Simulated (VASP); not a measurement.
# Hg (P-1) in VASP: notebook

Aim: see how the results for Hg move with the level of theory and the settings. Levels: PBE, PBEsol. Tasks: single point.

All numbers are computed with VASP 6.6.1; they aren't measurements. Logs are shortened: lines on timing, memory, paths and dates and some standing lists are left out, and cuts for length are marked.

### 1 The cell of the first run

The typed cell holds 1 atom: a = 3.319 Å, b = 3.364 Å, c = 8.491 Å, α = 81.08°, β = 85.75°, γ = 59.55°.

### 2 Single point, PBE (strained)

INCAR

```
SYSTEM = Hg
PREC = Accurate
ENCUT = 520
EDIFF = 1E-7
ISMEAR = 0
SIGMA = 0.02
LREAL = .False.
LASPH = .True.
NELM = 100
ALGO = Normal
ISIF = 2
LWAVE = .False.
LCHARG = .True.
GGA = PE
LELF = .True.
LVHAR = .True.
NBANDS = 12
```

KPOINTS

```
Automatic mesh
0
Gamma
  10 10 4
  0 0 0
```

POSCAR

```
Hg
1.0
    3.3164266566      0.0292333309      0.1168318191
    1.6820628570      2.9122709433     -0.0593857983
    0.3224064113      1.5042478905      8.3504105244
Hg
1
Direct
    0.5000000000      0.0000000000      0.0000000000
```

Potentials or basis: VASP PAW PBE potentials, release 64 (Hg).

The run is started by

```bash
cat potpaw_PBE.64/Hg/POTCAR > POTCAR
mpirun -np 1 vasp_std > vasp.out
```

OUTCAR:

```text
SYSTEM = Hg
   PREC = Accurate
   ENCUT = 520
   EDIFF = 1E-7
   ISMEAR = 0
   LREAL = .False.
   LASPH = .True.
   NELM = 100
   ISIF = 2
   GGA = PE

 ion  position               nearest neighbor table
   1  0.500  0.000  0.000-

  LATTYP: Found a triclinic cell.
 ALAT       =    12.0378858073
 B/A-ratio  =     0.4753262414
 C/A-ratio  =     0.7053514397
 COS(alpha) =     0.0051370161
 COS(beta)  =     0.6873573857
 COS(gamma) =     0.7166061325

  Lattice vectors:

 A1 = (   7.9448107015,  -4.3288188411,  -7.9405292688)
 A2 = (   4.9507904562,  -2.8538042815,   0.2930494365)
 A3 = (  -0.3224064113,  -1.5042478905,  -8.3504105244)

Analysis of symmetry for initial positions (statically):
=====================================================================
 Subroutine PRICEL returns:
 Original cell was already a primitive cell.

 Routine SETGRP: Setting up the symmetry group for a
 triclinic supercell.

 Subroutine GETGRP returns: Found  2 space group operations
 (whereof  2 operations were pure point group operations)
 out of a pool of  2 trial point group operations.

The static configuration has the point symmetry S_2 .

Analysis of symmetry for dynamics (positions and initial velocities):
=====================================================================
 Subroutine PRICEL returns:
 Original cell was already a primitive cell.

 Routine SETGRP: Setting up the symmetry group for a
 triclinic supercell.

 Subroutine GETGRP returns: Found  2 space group operations
 (whereof  2 operations were pure point group operations)
 out of a pool of  2 trial point group operations.

The dynamic configuration has the point symmetry S_2 .

 Subroutine INISYM returns: Found  2 space group operations
 (whereof  2 operations are pure point group operations),
 and found     1 'primitive' translations

----------------------------------------------------------------------------------------

                                     Primitive cell

  volume of cell :      80.7221

  direct lattice vectors                    reciprocal lattice vectors
     3.316426657  0.029233331  0.116831819     0.302370771 -0.174240638  0.019713383
     1.682062857  2.912270943 -0.059385798    -0.000846935  0.342605970 -0.061684542
     0.322406411  1.504247891  8.350410524    -0.004236537  0.004874345  0.119040095

  length of vectors
     3.318612666  3.363656370  8.490940086     0.349537552  0.348115715  0.119215149

[... 85 lines left out ...]
   ISYM   =      2    0-nonsym 1-usesym 2-fastsym
   POTIM  = 0.5000    time-step for ionic-motion
   TEBEG  =    0.0;   TEEND  =   0.0 temperature during run
   PSTRESS=    0.0 pullay stress
   NELECT =      12.0000    total number of electrons
   NUPDOWN=      -1.0000    fix difference up-down
   EMIN   =  10.00;   EMAX   =-10.00  energy-range for DOS
   EFERMI =   0.00;   METHOD = LEGACY
   ISMEAR =     0;   SIGMA  =   0.02  broadening in eV -4-tet -1-fermi 0-gaus
   EFERMI_NEDOS =   21; number of points for ismear=-14 and -15
   IALGO  =     38    algorithm
   IMIX   =      4    mixing-type and parameters
     AMIX     =   0.40;   BMIX     =  1.00
     AMIX_MAG =   1.60;   BMIX_MAG =  1.00
  volume/ion in A,a.u.               =      80.72       544.74
  Fermi-wavevector in a.u.,A,eV,Ry     =   0.867237  1.638840 10.232944  0.752100
  Thomas-Fermi vector in A             =   1.985742
   LORBIT       =      0    0 simple, 1 ext, 2 COOP (PROOUT), +10 PAW based schemes
   GGA     = PE    functional components
   LHFCALC =     F    Hartree Fock is set to
   AEXX    =    0.0000 exact exchange contribution
   IVDW    =     0    specifies the selected vdW correction
   LEPSILON=     F    determine dielectric tensor
   LRPA    =     F    only Hartree local field effects (RPA)
 non-spin polarized calculation
 Gauss-broadening in eV      SIGMA  =   0.02
  energy-cutoff  :      520.00
  volume of cell :       80.72
 maximum number of plane-waves:      2197
 NGX is ok and might be reduce to    28
   NGX = 13   NGY = 13   NGZ = 31

 number of electron      11.9999999 magnetization

 Free energy of the ion-electron system (eV)
  ---------------------------------------------------
  ext. energy  EPLUGINS =         0.00000000
  ---------------------------------------------------
  free energy    TOTEN  =        -0.08304138 eV

  energy without entropy =       -0.08304138  energy(sigma->0) =       -0.08304138

 E-fermi :  -2.5667     XC(G=0):  -4.6805

 val. band max:       -2.7074540603   @ k =  -0.4000   0.2000   0.5000
 cond. band min:      -1.5207787362   @ k =   0.0000   0.5000  -0.0000
 fundamental gap:      1.1866753241
 Fermi energy:        -2.5667469853

 k-point     1 :       0.0000    0.0000    0.0000
  band No.  band energies     occupation
      1      -9.0037      2.00000
      2      -8.3398      2.00000
      3      -8.2577      2.00000
      4      -7.8066      2.00000
      5      -7.7907      2.00000
      6      -7.3605      2.00000
      7      -1.2457      0.00000
      8       1.3524      0.00000
      9       5.9610      0.00000
     10       7.1837      0.00000
     11      11.2902      0.00000
     12      11.5316      0.00000
[... 331 lines left out ...]
 k-point    24 :      -0.3000    0.2000   -0.0000
  band No.  band energies     occupation
      1      -8.4944      2.00000
      2      -8.3234      2.00000
      3      -8.0401      2.00000
      4      -8.0301      2.00000
      5      -7.7159      2.00000
      6      -3.8056      2.00000
      7       0.8290      0.00000
      8       2.4886      0.00000
      9       3.6442      0.00000
     10       4.8075      0.00000
     11       6.9819      0.00000
     12       8.3526      0.00000

 [... further k-points ...]

------------------------ aborting loop because EDIFF is reached ----------------------------------------

  FORCE on cell =-STRESS in cart. coord.  units (eV):
  Direction    XX          YY          ZZ          XY          YZ          ZX
  --------------------------------------------------------------------------------------
  -------------------------------------------------------------------------------------
  Total        0.3564139      0.3305630     -0.0144201     -0.0215446     -0.0150089      0.0140975
  in kB        7.0741290      6.5610396     -0.2862104     -0.4276181     -0.2978984      0.2798077
  external PRESSURE =       4.4496527 kB  Pullay stress =       0.0000000 kB

 VOLUME and BASIS-vectors are now :
 -----------------------------------------------------------------------------
  energy-cutoff  :      520.00
  volume of cell :       80.72
      direct lattice vectors                 reciprocal lattice vectors
     3.316426657  0.029233331  0.116831819     0.302370771 -0.174240638  0.019713383
     1.682062857  2.912270943 -0.059385798    -0.000846935  0.342605970 -0.061684542
     0.322406411  1.504247891  8.350410524    -0.004236537  0.004874345  0.119040095

 POSITION                                       TOTAL-FORCE (eV/Angst)
 -----------------------------------------------------------------------------------
      1.65821      0.01462      0.05842        -0.000000      0.000000      0.000000
 -----------------------------------------------------------------------------------
    total drift:                                0.000000     -0.000000     -0.000000

  FREE ENERGIE OF THE ION-ELECTRON SYSTEM (eV)
  ---------------------------------------------------
  free  energy   TOTEN  =        -0.0830413761 eV

  energy  without entropy=       -0.0830413761  energy(sigma->0) =       -0.08304138
```

It took 1.8 min on 1 thread of Intel Xeon 6975P-C (Granite Rapids), shared host; peak memory 0.34 GiB.

Results:

```
Free energy            : -0.0830 eV
Pressure               : 0.4 GPa
Band gap on the k mesh : 1.19 eV (least direct gap 1.47 eV)
```

Caveat: the cell differs from its parent crystal (strained); spin-orbit coupling is left out, which moves the levels of the heavy elements. A k mesh can miss the band edges.

### 3 Single point, PBEsol (strained)

INCAR

```
SYSTEM = Hg
ALGO     = Normal         ! electronic algorithm
EDIFF    = 1E-6           ! SCF threshold, eV
ENCUT    = 520            ! plane-wave cutoff, eV
GGA      = PS             ! functional
ISIF     = 2              ! what is computed and relaxed
ISMEAR   = 0              ! smearing method
LASPH    = .True.         ! aspherical terms in the spheres
LCHARG   = .False.        ! write CHGCAR
LREAL    = .False.        ! projectors in reciprocal space
LWAVE    = .False.        ! write WAVECAR
NBANDS   = 12             ! bands
NELM     = 80             ! most SCF steps
PREC     = Accurate       ! precision mode
SIGMA    = 0.02           ! smearing width, eV
```

KPOINTS

```
k-points
0
Gamma
  10 10 4
  0 0 0
```

POSCAR

```
Hg
1.0
    3.4143447813      0.0210791264     -0.0676697475
    1.7238809718      2.9312464987     -0.0012752509
   -0.1518070024      1.9588833221      8.4518484894
Hg
1
Direct
    0.5000000000      0.0000000000      0.0000000000
```

Potentials or basis: VASP PAW PBE potentials, release 64 (Hg).

The run is started by

```bash
cat potpaw_PBE.64/Hg/POTCAR > POTCAR
mpirun -np 1 vasp_std > vasp.out
```

It took 2.1 min on 1 thread of Intel Xeon 6975P-C (Granite Rapids), shared host; peak memory 0.35 GiB.

The run converged. Its results:

```yaml
Free_energy: -0.2696 eV
Pressure: -0.4 GPa
Band_gap_on_the_k_mesh: 1.33 eV (least direct gap 1.68 eV)
```

Stress tensor (GPa, compression positive):
```
-0.62 -0.02  0.01
-0.02 -0.58 -0.01
 0.01 -0.01 -0.03
```

Levels at points of the mesh, in eV from the valence-band top:
```tsv
k point	band 2	band 3	band 4	band 5	band 6	band 7	band 8	band 9	band 10	band 11
(0.00, 0.00, 0.00)	-5.40	-5.33	-4.92	-4.90	-4.41	1.77	4.44	9.01	10.15	13.52
(0.50, 0.00, 0.00)	-5.46	-5.03	-4.97	-4.58	-0.33	1.38	5.49	7.96	9.03	9.40
(0.00, 0.50, 0.00)	-5.46	-5.04	-4.96	-4.58	-0.28	1.40	5.49	7.84	9.28	9.48
(0.50, 0.50, 0.00)	-5.46	-5.01	-4.97	-4.59	-0.46	1.33	5.42	8.06	8.74	8.94
(0.00, 0.00, 0.50)	-5.40	-5.33	-4.92	-4.90	-4.40	1.62	5.71	6.33	13.52	13.80
(0.50, 0.00, 0.50)	-5.46	-5.03	-4.97	-4.58	-0.33	1.38	5.47	7.89	9.17	9.40
(0.00, 0.50, 0.50)	-5.46	-5.04	-4.96	-4.58	-0.28	1.40	5.56	8.14	8.89	9.14
(0.50, 0.50, 0.50)	-5.46	-5.01	-4.97	-4.59	-0.46	1.33	5.34	7.70	9.43	9.68
```

Caveat: the cell differs from its parent crystal (strained); the PAW data sets were made with another functional, which shifts forces and pressure a little; spin-orbit coupling is left out, which moves the levels of the heavy elements. A k mesh can miss the band edges.

### 4 Single point, PBE (strained)

INCAR

```
SYSTEM = Hg
PREC = Accurate ; ENCUT = 520
EDIFF = 1E-6 ; ISMEAR = 0
SIGMA = 0.02 ; LREAL = .FALSE.
LASPH = .TRUE. ; NELM = 60
ALGO = Normal ; ISIF = 2
LWAVE = .FALSE. ; LCHARG = .FALSE.
GGA = PE ; NBANDS = 12
```

KPOINTS

```
Automatic mesh
0
G
  10 10 4
  0 0 0
```

POSCAR

```
Hg
1.0
    3.1852826859      0.2030092426      0.0504139619
    1.7677392550      3.1780497209      0.0426093046
    0.2493605757      2.0146344360      8.7269140360
Hg
1
Direct
    0.5000000000      0.0000000000      0.0000000000
```

Potentials or basis: VASP PAW PBE potentials, release 64 (Hg).

The run is started by

```bash
cat potpaw_PBE.64/Hg/POTCAR > POTCAR
mpirun -np 1 vasp_std > vasp.out
```

OUTCAR:

```text
SYSTEM = Hg
   PREC = Accurate
   ENCUT = 520
   EDIFF = 1E-6
   ISMEAR = 0
   LREAL = .FALSE.
   LASPH = .TRUE.
   NELM = 60
   ISIF = 2
   GGA = PE

 ion  position               nearest neighbor table
   1  0.500  0.000  0.000-

  LATTYP: Found a triclinic cell.
 ALAT       =     3.1921434976
 B/A-ratio  =     1.1393145281
 C/A-ratio  =     2.8018987265
 COS(alpha) =     0.0081963730
 COS(beta)  =     0.1945638718
 COS(gamma) =     0.5407764399

  Lattice vectors:

 A1 = (   3.1852826859,   0.2030092426,   0.0504139619)
 A2 = (   1.7677392550,   3.1780497209,   0.0426093046)
 A3 = (   1.6669040066,  -0.9604060423,   8.7347186933)

Analysis of symmetry for initial positions (statically):
=====================================================================
 Subroutine PRICEL returns:
 Original cell was already a primitive cell.

 Routine SETGRP: Setting up the symmetry group for a
 triclinic supercell.

 Subroutine GETGRP returns: Found  2 space group operations
 (whereof  2 operations were pure point group operations)
 out of a pool of  2 trial point group operations.

The static configuration has the point symmetry S_2 .

Analysis of symmetry for dynamics (positions and initial velocities):
=====================================================================
 Subroutine PRICEL returns:
 Original cell was already a primitive cell.

 Routine SETGRP: Setting up the symmetry group for a
 triclinic supercell.

 Subroutine GETGRP returns: Found  2 space group operations
 (whereof  2 operations were pure point group operations)
 out of a pool of  2 trial point group operations.

The dynamic configuration has the point symmetry S_2 .

 Subroutine INISYM returns: Found  2 space group operations
 (whereof  2 operations are pure point group operations),
 and found     1 'primitive' translations

----------------------------------------------------------------------------------------
[... 116 lines left out ...]
   GGA     = PE    functional components
   LHFCALC =     F    Hartree Fock is set to
   AEXX    =    0.0000 exact exchange contribution
   IVDW    =     0    specifies the selected vdW correction
   LEPSILON=     F    determine dielectric tensor
   LRPA    =     F    only Hartree local field effects (RPA)
 non-spin polarized calculation
 Gauss-broadening in eV      SIGMA  =   0.02
  energy-cutoff  :      520.00
  volume of cell :       85.08
 maximum number of plane-waves:      2312
   NGX = 11   NGY = 13   NGZ = 33

 number of electron      12.0000000 magnetization

 Free energy of the ion-electron system (eV)
  ---------------------------------------------------
  ext. energy  EPLUGINS =         0.00000000
  ---------------------------------------------------
  free energy    TOTEN  =        -0.07299637 eV

  energy without entropy =       -0.07299637  energy(sigma->0) =       -0.07299637

 E-fermi :  -2.0750     XC(G=0):  -4.4882

 val. band max:       -2.1764671745   @ k =   0.5000  -0.0000   0.5000
 cond. band min:      -1.8059328253   @ k =  -0.0000   0.5000   0.5000
 fundamental gap:      0.3705343492
 Fermi energy:        -2.0749679604

 k-point     1 :       0.0000    0.0000    0.0000
  band No.  band energies     occupation
      1      -9.0909      2.00000
      2      -8.7235      2.00000
      3      -8.0421      2.00000
      4      -7.9569      2.00000
      5      -7.8491      2.00000
      6      -7.4246      2.00000
      7      -1.3255      0.00000
      8       1.2658      0.00000
      9       5.4387      0.00000
     10       6.5723      0.00000
     11       9.5486      0.00000
     12      10.7398      0.00000
[... 331 lines left out ...]
 k-point    24 :      -0.3000    0.2000   -0.0000
  band No.  band energies     occupation
      1      -8.5743      2.00000
      2      -8.4251      2.00000
      3      -8.1888      2.00000
      4      -8.0979      2.00000
      5      -7.7809      2.00000
      6      -3.6467      2.00000
      7       0.8359      0.00000
      8       2.5963      0.00000
      9       3.1909      0.00000
     10       5.1586      0.00000
     11       6.7860      0.00000
     12       7.8757      0.00000

 [... further k-points ...]

------------------------ aborting loop because EDIFF is reached ----------------------------------------

  FORCE on cell =-STRESS in cart. coord.  units (eV):
  Direction    XX          YY          ZZ          XY          YZ          ZX
  --------------------------------------------------------------------------------------
  -------------------------------------------------------------------------------------
  Total        0.5115155      0.2191865     -0.0153149     -0.0950512     -0.0003699      0.0077637
  in kB        9.6326826      4.1276450     -0.2884054     -1.7899718     -0.0069665      0.1462040
  external PRESSURE =       4.4906408 kB  Pullay stress =       0.0000000 kB

 VOLUME and BASIS-vectors are now :
 -----------------------------------------------------------------------------
  energy-cutoff  :      520.00
  volume of cell :       85.08
      direct lattice vectors                 reciprocal lattice vectors
     3.185282686  0.203009243  0.050413962     0.324977284 -0.181199748  0.032544692
     1.767739255  3.178049721  0.042609305    -0.019629751  0.326580412 -0.074831178
     0.249360576  2.014634436  8.726914036    -0.001781498 -0.000547773  0.114765402

 POSITION                                       TOTAL-FORCE (eV/Angst)
 -----------------------------------------------------------------------------------
      1.59264      0.10150      0.02521         0.000000      0.000000      0.000000
 -----------------------------------------------------------------------------------
    total drift:                                0.000000     -0.000000     -0.000000

  FREE ENERGIE OF THE ION-ELECTRON SYSTEM (eV)
  ---------------------------------------------------
  free  energy   TOTEN  =        -0.0729963695 eV

  energy  without entropy=       -0.0729963695  energy(sigma->0) =       -0.07299637
```

OSZICAR:

```text
N       E                     dE             d eps       ncg     rms          rms(c)
DAV:   1     0.674839907593E+02    0.67484E+02   -0.48399E+03  4896   0.782E+02
DAV:   2     0.191644699440E+01   -0.65568E+02   -0.62349E+02  5480   0.192E+02
DAV:   3    -0.735815350095E-01   -0.19900E+01   -0.19878E+01  5864   0.367E+01
DAV:   4    -0.787591267449E-01   -0.51776E-02   -0.51774E-02  5284   0.209E+00
DAV:   5    -0.787940129467E-01   -0.34886E-04   -0.34886E-04  5808   0.135E-01    0.143E+00
DAV:   6    -0.736407488243E-01    0.51533E-02   -0.15066E-02  5344   0.122E+00    0.105E+00
DAV:   7    -0.730867443554E-01    0.55400E-03   -0.40451E-03  5136   0.567E-01    0.308E-01
DAV:   8    -0.729499673801E-01    0.13678E-03   -0.63170E-04  5116   0.256E-01    0.272E-02
DAV:   9    -0.729200418973E-01    0.29925E-04   -0.76727E-05  5088   0.666E-02    0.112E-02
DAV:  10    -0.729355837768E-01   -0.15542E-04   -0.75877E-06  4948   0.192E-02    0.655E-03
DAV:  11    -0.729872745087E-01   -0.51691E-04   -0.10795E-05  4920   0.220E-02    0.188E-03
DAV:  12    -0.729938631507E-01   -0.65886E-05   -0.94273E-07  5464   0.575E-03    0.123E-03
DAV:  13    -0.729963109545E-01   -0.24478E-05   -0.47567E-07  5084   0.363E-03    0.266E-04
DAV:  14    -0.729963695037E-01   -0.58549E-07   -0.68968E-09  5468   0.587E-04
   1 F= -.72996370E-01 E0= -.72996370E-01  d E =-.599587E-15
```

It took 1.7 min on 1 thread of Intel Xeon 6975P-C (Granite Rapids), shared host; peak memory 0.34 GiB.

What came out:

```yaml
Free_energy: -0.0730 eV
Pressure: 0.4 GPa
Band_gap_on_the_k_mesh: 0.37 eV (least direct gap 1.10 eV)
```

Stress tensor (GPa, compression positive):
```
 0.96 -0.18  0.01
-0.18  0.41  0.00
 0.01  0.00 -0.03
```

Caveat: the cell differs from its parent crystal (strained); spin-orbit coupling is left out, which moves the levels of the heavy elements. A k mesh can miss the band edges.

### 5 Summary

```csv
level,cell,gap on the mesh (eV),pressure (GPa)
PBE,"a = 3.319, b = 3.364, c = 8.491 Å, angles 81.1, 85.7, 59.6°, 1 atom",1.19,0.4
PBEsol,"a = 3.415, b = 3.401, c = 8.677 Å, angles 79.3, 92.0, 59.2°, 1 atom",1.33,-0.4
PBE,"a = 3.192, b = 3.637, c = 8.960 Å, angles 77.2, 86.7, 57.3°, 1 atom",0.37,0.4
```

Alike in all rows: task single point; potentials or basis VASP PAW PBE potentials, release 64 (Hg); no spin polarisation; k mesh 10 × 10 × 4; cutoff (eV) 520; smearing gaussian 0.02 eV.

Caveats: spin-orbit coupling is left out, which moves the levels of the heavy elements; the PAW data sets were made with another functional, which shifts forces and pressure a little (at least some runs).

Absolute energies hang on the potentials; compare differences alone.
